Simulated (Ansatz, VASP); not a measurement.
CuO: VASP beside Ansatz

```
CELL_PARAMETERS angstrom
4.67910 -3.48050 0.00000
2.33955 1.74025 0.00000
-0.76520 0.00000 5.06078
ATOMIC_POSITIONS crystal
Cu 0.00000 0.50000 0.00000
Cu 0.50000 0.50000 0.00000
Cu 0.25000 0.00000 0.50000
Cu 0.75000 0.00000 0.50000
O 0.27385 0.45230 0.25000
O 0.77385 0.45230 0.25000
O 0.22615 0.54770 0.75000
O 0.72615 0.54770 0.75000
```

Alike in both runs: task single point; functional PBE; k mesh 4 × 7 × 4; occupations fermi-dirac, width 0.05 eV; no spin polarisation.

```csv
,VASP,Ansatz
version,VASP 6.6.1,Ansatz 0.2.0
potentials or method,"VASP PAW PBE potentials, release 64 (Cu, O), cutoff 520 eV","PAW, plane waves, scalar-relativistic"
valence electrons in the cell,68,100
```

|  | VASP | Ansatz | Ansatz less VASP |
| --- | --- | --- | --- |
| pressure (GPa) | 7.6 | 6.8 | -0.75 |
| traceless stress, the component that is largest in VASP (GPa) | 2.55 | 2.36 | -0.195 |
| rms of the force components (eV/Å) | 0.091 | 0.071 | -0.0195 |

Atom by atom the forces differ by 0.020 eV/Å (rms over components). VASP's potentials hold 68 valence electrons a cell and Ansatz's 100, so a difference there can come from the potentials and not from the codes.
